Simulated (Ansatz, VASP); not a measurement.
# One calculation of F, two programs

```
F
1.0
     2.02235    0.00000    0.00000
    -1.01117    1.75140    0.00000
     0.00000    0.00000    2.76820
F
2
Direct
  0.33333 0.66667 0.25000
  0.66667 0.33333 0.75000
```

Change from the starting cell: volume scaled by 0.5, LAPW.

Alike in both runs: task single point; functional PBEsol; k mesh 18 × 18 × 10; occupations fermi-dirac, width 0.1 eV; no spin polarisation.

```csv
,VASP,Ansatz
version,VASP 6.6.1,Ansatz 0.2.0
potentials or method,"VASP PAW PBE potentials, release 64 (F), cutoff 520 eV","all-electron LAPW, scalar-relativistic"
```

|  | VASP | Ansatz | Ansatz less VASP |
| --- | --- | --- | --- |
| pressure (GPa) | 234.2 | 234.6 | +0.42 |
| traceless stress, the component that is largest in VASP (GPa) | 0.75 | 0.22 | -0.523 |

VASP's potentials were made for PBE, not for PBEsol. Both programs put the cell under a high pressure, so it lies far from rest at this level. Ansatz ran all-electron here, and VASP with PAW potentials.

Noted on VASP's run: the cell as given lies far from equilibrium.
